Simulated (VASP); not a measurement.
# Pd (Fd-3m) in VASP: a series of runs

The runs below take Pd through single point, with LDA.

Program: VASP 6.6.1. These are calculated values, not measurements. Logs are shortened: lines on timing, memory, paths and dates and some standing lists are left out, and cuts for length are marked.

### 1 The cell of the first run

Symmetry: Fd-3m, No. 227, cubic system. The conventional cell has a = 4.518 Å, b = 4.518 Å, c = 4.518 Å, α = 90.00°, β = 90.00°, γ = 90.00°. Within 2.6 Å of Pd (site symmetry -43m) lie 4 Pd at 1.96 Å.

### 2 Single point, LDA (volume scaled by 0.52)

INCAR

```
PREC = Accurate
ENCUT = 520
EDIFF = 1E-6
ISMEAR = -1
SIGMA = 0.1
LREAL = F
LASPH = T
NELM = 60
ALGO = Normal
ISIF = 2
LWAVE = F
LCHARG = F
GGA = CA
NBANDS = 17
```

KPOINTS

```
regular mesh
0
Gamma
  13 13 13
```

POSCAR

```
Pd
1.0
    0.0000000000      2.2587917814      2.2587917814
    2.2587917814      0.0000000000      2.2587917814
    2.2587917814      2.2587917814      0.0000000000
Pd
2
Direct
   -0.1250000000     -0.1250000000     -0.1250000000
    0.1250000000      0.1250000000      0.1250000000
```

Potentials or basis: VASP PAW LDA potentials, release 64 (Pd).

Launch:

```console
cat potpaw_LDA.64/Pd/POTCAR > POTCAR
mpirun -np 1 vasp_std > vasp.out
```

OUTCAR:

```text
PREC = Accurate
   ENCUT = 520
   EDIFF = 1E-6
   ISMEAR = -1
   LREAL = F
   LASPH = T
   NELM = 60
   ISIF = 2
   GGA = CA

 ion  position               nearest neighbor table
   1  0.875  0.875  0.875-   2 1.96   2 1.96   2 1.96   2 1.96
   2  0.125  0.125  0.125-   1 1.96   1 1.96   1 1.96   1 1.96

  LATTYP: Found a face centered cubic cell.
 ALAT       =     4.5175835628

  Lattice vectors:

 A1 = (   0.0000000000,   2.2587917814,   2.2587917814)
 A2 = (   2.2587917814,   0.0000000000,   2.2587917814)
 A3 = (   2.2587917814,   2.2587917814,   0.0000000000)

Analysis of symmetry for initial positions (statically):
=====================================================================
 Subroutine PRICEL returns:
 Original cell was already a primitive cell.

 Routine SETGRP: Setting up the symmetry group for a
 face centered cubic supercell.

 Subroutine GETGRP returns: Found 48 space group operations
 (whereof 12 operations were pure point group operations)
 out of a pool of 48 trial point group operations.

The static configuration has the point symmetry D_3d.
 The point group associated with its full space group is O_h .

Analysis of symmetry for dynamics (positions and initial velocities):
=====================================================================
 Subroutine PRICEL returns:
 Original cell was already a primitive cell.

 Routine SETGRP: Setting up the symmetry group for a
 face centered cubic supercell.

 Subroutine GETGRP returns: Found 48 space group operations
 (whereof 12 operations were pure point group operations)
 out of a pool of 48 trial point group operations.

The dynamic configuration has the point symmetry D_3d.
 The point group associated with its full space group is O_h .

 Subroutine INISYM returns: Found 48 space group operations
 (whereof 12 operations are pure point group operations),
 and found     1 'primitive' translations

----------------------------------------------------------------------------------------

                                     Primitive cell

  volume of cell :      23.0493

  direct lattice vectors                    reciprocal lattice vectors
[... 74 lines left out ...]
   ions per type =               2
   NGX,Y,Z   is equivalent  to a cutoff of  12.49, 12.49, 12.49 a.u.
   NGXF,Y,Z  is equivalent  to a cutoff of  24.98, 24.98, 24.98 a.u.
 SYSTEM =  unknown system
   PREC   = accura    normal or accurate (medium, high low for compatibility)
   ISTART =      0    job   : 0-new  1-cont  2-samecut
   ICHARG =      2    charge: 1-file 2-atom 10-const
   ISPIN  =      1    spin polarized calculation?
   LNONCOLLINEAR =      F non collinear calculations
   LSORBIT =      F    spin-orbit coupling
   LASPH  =      T    aspherical Exc in radial PAW
   ENCUT  =  520.0 eV  38.22 Ry    6.18 a.u.   5.94  5.94  5.94*2*pi/ulx,y,z
   NELM   =     60;   NELMIN=  2; NELMDL= -5     # of ELM steps
   EDIFF  = 0.1E-05   stopping-criterion for ELM
   LREAL  =      F    real-space projection
   EDIFFG = 0.1E-04   stopping-criterion for IOM
   NSW    =      0    number of steps for IOM
   IBRION =     -1    ionic relax: 0-MD 1-quasi-New 2-CG
   NFREE  =      0    steps in history (QN), initial steepest desc. (CG)
   ISIF   =      2    stress and relaxation
   ISYM   =      2    0-nonsym 1-usesym 2-fastsym
   POTIM  = 0.5000    time-step for ionic-motion
   TEBEG  =    0.0;   TEEND  =   0.0 temperature during run
   PSTRESS=    0.0 pullay stress
   NELECT =      20.0000    total number of electrons
   NUPDOWN=      -1.0000    fix difference up-down
   EMIN   =  10.00;   EMAX   =-10.00  energy-range for DOS
   EFERMI =   0.00;   METHOD = LEGACY
   ISMEAR =    -1;   SIGMA  =   0.10  broadening in eV -4-tet -1-fermi 0-gaus
   EFERMI_NEDOS =   21; number of points for ismear=-14 and -15
   IALGO  =     38    algorithm
   IMIX   =      4    mixing-type and parameters
     AMIX     =   0.40;   BMIX     =  1.00
     AMIX_MAG =   1.60;   BMIX_MAG =  1.00
  volume/ion in A,a.u.               =      11.52        77.77
  Fermi-wavevector in a.u.,A,eV,Ry     =   1.561464  2.950739 33.173313  2.438170
  Thomas-Fermi vector in A             =   2.664525
   LORBIT       =      0    0 simple, 1 ext, 2 COOP (PROOUT), +10 PAW based schemes
   GGA     = CA    functional components
   LHFCALC =     F    Hartree Fock is set to
   AEXX    =    0.0000 exact exchange contribution
   IVDW    =     0    specifies the selected vdW correction
   LEPSILON=     F    determine dielectric tensor
   LRPA    =     F    only Hartree local field effects (RPA)
 non-spin polarized calculation
  energy-cutoff  :      520.00
  volume of cell :       23.05
 maximum number of plane-waves:       632
   NGX = 11   NGY = 11   NGZ = 11

 number of electron      19.9999993 magnetization

 Free energy of the ion-electron system (eV)
  ---------------------------------------------------
  ext. energy  EPLUGINS =         0.00000000
  ---------------------------------------------------
  free energy    TOTEN  =         0.31928232 eV

  energy without entropy =        0.38928944  energy(sigma->0) =        0.35428588

 E-fermi :  16.1374     XC(G=0): -14.6969

 val. band max:       16.1322402422   @ k =   0.1538   0.0000   0.0000
 cond. band min:      16.1674264496   @ k =  -0.4615   0.2308   0.0769
 fundamental gap:      0.0351862074
 Fermi energy:        16.1374375663

 k-point     1 :       0.0000    0.0000    0.0000
  band No.  band energies     occupation
      1       6.0846      2.00000
      2       6.2463      2.00000
      3       6.2463      2.00000
      4       7.8031      2.00000
      5       7.8031      2.00000
      6       7.8031      2.00000
[... 457 lines left out ...]
      4       7.5401      2.00000
      5       8.9670      2.00000
      6       9.6777      2.00000
[... 9 lines left out ...]
     16      33.9915      0.00000
     17      35.5736      0.00000

 [... further k-points ...]
[... 5 lines left out ...]
  --------------------------------------------------------------------------------------
  -------------------------------------------------------------------------------------
  Total       41.1500757     41.1500757     41.1500757     -0.0000000      0.0000000     -0.0000000
  in kB     2860.3727293   2860.3727293   2860.3727293     -0.0000000      0.0000000     -0.0000000
  external PRESSURE =    2860.3727293 kB  Pullay stress =       0.0000000 kB

 VOLUME and BASIS-vectors are now :
 -----------------------------------------------------------------------------
  energy-cutoff  :      520.00
  volume of cell :       23.05
      direct lattice vectors                 reciprocal lattice vectors
     0.000000000  2.258791781  2.258791781    -0.221357278  0.221357278  0.221357278
     2.258791781  0.000000000  2.258791781     0.221357278 -0.221357278  0.221357278
     2.258791781  2.258791781  0.000000000     0.221357278  0.221357278 -0.221357278

 POSITION                                       TOTAL-FORCE (eV/Angst)
 -----------------------------------------------------------------------------------
      3.95289      3.95289      3.95289        -0.000000     -0.000000     -0.000000
      0.56470      0.56470      0.56470         0.000000      0.000000      0.000000
 -----------------------------------------------------------------------------------
    total drift:                                0.000000      0.000000      0.000000

  FREE ENERGIE OF THE ION-ELECTRON SYSTEM (eV)
  ---------------------------------------------------
  free  energy   TOTEN  =         0.3192823154 eV

  energy  without entropy=        0.3892894408  energy(sigma->0) =        0.35428588
```

stdout:

```text
POSCAR found type information on POSCAR Pd
 POSCAR found :  1 types and       2 ions
 scaLAPACK will be used
 LDA part: xc-table for (Slater(with rela. corr.)+CA(PZ))
 , standard interpolation
 POSCAR, INCAR and KPOINTS ok, starting setup
 FFT: planning ... GRIDC
 FFT: planning ... GRID_SOFT
 FFT: planning ... GRID
 WAVECAR not read
 entering main loop
```

Run time: 12 s. Hardware: 1 thread of Intel Xeon Platinum 8488C (Sapphire Rapids), shared host; peak memory 0.14 GiB.

What came out:

```yaml
Free_energy: 0.3193 eV
Pressure: 286.0 GPa
Band_gap_on_the_k_mesh: zero (band 10 reaches 16.50 eV, above the bottom of band 11 at 15.34 eV)
```

Levels at points of the mesh, in eV from the Fermi level:
| k point | band 7 | band 8 | band 9 | band 10 | band 11 | band 12 | band 13 | band 14 |
| --- | --- | --- | --- | --- | --- | --- | --- | --- |
| (0.00, 0.00, 0.00) | -3.87 | -3.87 | -3.87 | 0.05 | 0.05 | 13.85 | 14.20 | 14.20 |

Caveat: the cell differs from its parent crystal (volume scaled by 0.52).

### 3 Single point, LDA

INCAR

```
PREC = Accurate
ENCUT = 520
EDIFF = 1E-7
ISMEAR = -1
SIGMA = 0.1
LREAL = False
LASPH = True
NELM = 100
ALGO = Normal
ISIF = 2
LWAVE = False
LCHARG = False
GGA = CA
NBANDS = 17
```

KPOINTS

```
Automatic mesh
0
Gamma
  13 13 13
```

POSCAR

```
Pd
1.0
    0.0000000000      2.3691478690      2.3691478690
    2.3691478690      0.0000000000      2.3691478690
    2.3691478690      2.3691478690      0.0000000000
Pd
2
Direct
   -0.1250000000     -0.1250000000     -0.1250000000
    0.1250000000      0.1250000000      0.1250000000
```

Potentials or basis: VASP PAW LDA potentials, release 64 (Pd).

Launch:

```console
cat potpaw_LDA.64/Pd/POTCAR > POTCAR
mpirun -np 1 vasp_std > vasp.out
```

It took 30 s on 1 thread of Intel Xeon Platinum 8488C (Sapphire Rapids), shared host; peak memory 0.16 GiB.

The run converged. Its results:

```
Free energy            : -4.5775 eV
Pressure               : 166.3 GPa
Band gap on the k mesh : zero (band 10 reaches 13.18 eV, above the bottom of band 11 at 12.23 eV)
```

Levels at points of the mesh, in eV from the Fermi level:
| k point | band 6 | band 7 | band 8 | band 9 | band 10 | band 11 | band 12 | band 13 | band 14 | band 15 |
| --- | --- | --- | --- | --- | --- | --- | --- | --- | --- | --- |
| (0.00, 0.00, 0.00) | -7.05 | -3.20 | -3.20 | -3.20 | -0.05 | -0.05 | 13.93 | 14.30 | 14.30 | 14.30 |

### 4 Single point, LDA

INCAR

```
SYSTEM = Pd
PREC = Accurate
ENCUT = 520
EDIFF = 1E-7
ISMEAR = -1
SIGMA = 0.1
LREAL = .FALSE.
LASPH = .TRUE.
NELM = 100
ALGO = Normal
ISIF = 2
LWAVE = .FALSE.
LCHARG = .TRUE.
LELF = .TRUE.
LVHAR = .TRUE.
NBANDS = 17
```

KPOINTS

```
Automatic mesh
0
G
  13 13 13
  0 0 0
```

POSCAR is that of step 3.

Launch:

```console
cat potpaw_LDA.64/Pd/POTCAR > POTCAR
mpirun -np 1 vasp_std > vasp.out
```

Run time: 29 s. Hardware: 1 thread of Intel Xeon Platinum 8488C (Sapphire Rapids), shared host; peak memory 0.16 GiB.

Results (log left out):

- Free energy: -4.5775 eV
- Pressure: 166.3 GPa
- Band gap on the k mesh: zero (band 10 reaches 13.18 eV, above the bottom of band 11 at 12.23 eV)

Levels at points of the mesh, in eV from the Fermi level:
```csv
k point,band 8,band 9,band 10,band 11,band 12,band 13
"(0.00, 0.00, 0.00)",-3.20,-3.20,-0.05,-0.05,13.93,14.30
```

### 5 Single point, LDA

This run uses another cell than the first one, of 13.30 Å³/atom, 1.154 times its volume.

INCAR

```
PREC = Accurate
ENCUT = 520
EDIFF = 1E-6
ISMEAR = -1
SIGMA = 0.1
LREAL = False
LASPH = True
NELM = 60
ALGO = Normal
ISIF = 2
LWAVE = False
LCHARG = False
NBANDS = 17
```

KPOINTS

```
regular mesh
0
Gamma
  13 13 13
```

POSCAR is that of step 4.

Launch:

```console
cat potpaw_LDA.64/Pd/POTCAR > POTCAR
mpirun -np 1 vasp_std > vasp.out
```

Run time: 33 s. Hardware: 1 thread of Intel Xeon Platinum 8488C (Sapphire Rapids), shared host; peak memory 0.16 GiB.

The run converged. Its results:

- Free energy: -4.5775 eV
- Pressure: 166.2 GPa
- Band gap on the k mesh: zero (band 10 reaches 13.18 eV, above the bottom of band 11 at 12.23 eV)

Levels at points of the mesh, in eV from the Fermi level:
```
           k point  band 6  band 7  band 8  band 9  band 10  band 11  band 12  band 13  band 14  band 15
(0.00, 0.00, 0.00)   -7.05   -3.20   -3.20   -3.20    -0.05    -0.05    13.93    14.30    14.30    14.30
```

### 6 Single point, LDA (volume scaled by 0.68)

INCAR

```
SYSTEM = Pd
ALGO = Normal
EDIFF = 1E-6
ENCUT = 520
GGA = CA
ISIF = 2
ISMEAR = -1
LASPH = .TRUE.
LCHARG = .TRUE.
LELF = .TRUE.
LREAL = .FALSE.
LVHAR = .TRUE.
LWAVE = .FALSE.
NBANDS = 17
NELM = 60
PREC = Accurate
SIGMA = 0.1
```

KPOINTS

```
k-points
0
G
  13 13 13
  0 0 0
```

POSCAR

```
Pd
1.0
    0.0000000000      2.4700821006      2.4700821006
    2.4700821006      0.0000000000      2.4700821006
    2.4700821006      2.4700821006      0.0000000000
Pd
2
Direct
   -0.1250000000     -0.1250000000     -0.1250000000
    0.1250000000      0.1250000000      0.1250000000
```

Potentials or basis: VASP PAW LDA potentials, release 64 (Pd).

Launch:

```console
cat potpaw_LDA.64/Pd/POTCAR > POTCAR
mpirun -np 1 vasp_std > vasp.out
```

Run time: 30 s. Hardware: 1 thread of Intel Xeon Platinum 8488C (Sapphire Rapids), shared host; peak memory 0.16 GiB.

It converged, with:

```yaml
Free_energy: -7.3975 eV
Pressure: 94.5 GPa
Band_gap_on_the_k_mesh: zero (band 10 reaches 10.64 eV, above the bottom of band 11 at 9.85 eV)
```

Levels at points of the mesh, in eV from the Fermi level:
| k point | band 7 | band 8 | band 9 | band 10 | band 11 | band 12 | band 13 | band 14 |
| --- | --- | --- | --- | --- | --- | --- | --- | --- |
| (0.00, 0.00, 0.00) | -2.70 | -2.70 | -2.70 | -0.10 | -0.10 | 13.84 | 14.19 | 14.19 |

Caveat: the cell differs from its parent crystal (volume scaled by 0.68).

### 7 Summary

```tsv
cell	gap on the mesh (eV)	pressure (GPa)
a = 3.194 Å, angles 60.0°, 2 atoms	none	286.0
a = 3.350 Å, angles 60.0°, 2 atoms	none	166.2
a = 3.493 Å, angles 60.0°, 2 atoms	none	94.5
```

Alike in all rows: task single point; level LDA; potentials or basis VASP PAW LDA potentials, release 64 (Pd); no spin polarisation; k mesh 13 × 13 × 13; cutoff (eV) 520; smearing fermi-dirac 0.1 eV.

Absolute energies hang on the potentials; compare differences alone.
